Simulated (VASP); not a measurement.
Set up this calculation in VASP 6.6.1, as the native input.

```yaml
Task: single point
Functional: PBEsol
Potentials_or_basis: VASP PAW PBE potentials, release 64 (Hf_pv, O)
Cutoff: 520 eV
k_mesh: 6 × 6 × 8
Occupations: gaussian, width 0.05 eV
Spin: no spin polarisation
Dipole_correction: no
Further_INCAR_settings: ALGO = Normal; EDIFF = 1e-06; NBANDS = 31
```

The structure of HfO2 lies in POSCAR:

```
HfO2
1.0
    4.8307835077      0.0000000000      0.0000000000
    0.0000000000      4.8307835077      0.0000000000
    0.0000000000      0.0000000000      3.2101828971
Hf O
2 4
Direct
    0.0000000000      0.0000000000      0.0000000000
    0.5000000000      0.5000000000      0.5000000000
    0.1949828631      0.8050171369      0.4598153737
    0.3050171369      0.3050171369      0.0000000000
    0.6949828631      0.6949828631      0.0000000000
    0.8050171369      0.1949828631      0.5401846263
```

These files were run (other wordings do the same):

INCAR

```
SYSTEM = HfO2
PREC = Accurate
ENCUT = 520
EDIFF = 1E-6
ISMEAR = 0
SIGMA = 0.05
LREAL = .False.
LASPH = .True.
NELM = 100
ALGO = Normal
ISIF = 2
LWAVE = .False.
LCHARG = .True.
GGA = PS
LELF = .True.
LVHAR = .True.
NBANDS = 31
```

KPOINTS

```
regular mesh
0
Gamma
  6 6 8
  0 0 0
```

Potentials or basis: VASP PAW PBE potentials, release 64 (Hf_pv, O).

Command:

```console
$ cat potpaw_PBE.64/Hf_pv/POTCAR potpaw_PBE.64/O/POTCAR > POTCAR
$ mpirun -np 1 vasp_std > vasp.out
```

Results of the run:

```
Pressure               : -1.1 GPa
Largest force          : 1.830 eV/Å
Band gap on the k mesh : 3.87 eV, direct
```

Caveat: the PAW data sets were made with another functional, which shifts forces and pressure a little; spin-orbit coupling is left out, which moves the levels of the heavy elements.

Run time: 2.6 min on 1 thread of Intel Xeon 6975P-C, with other jobs on the host, peak memory 0.3 GiB.
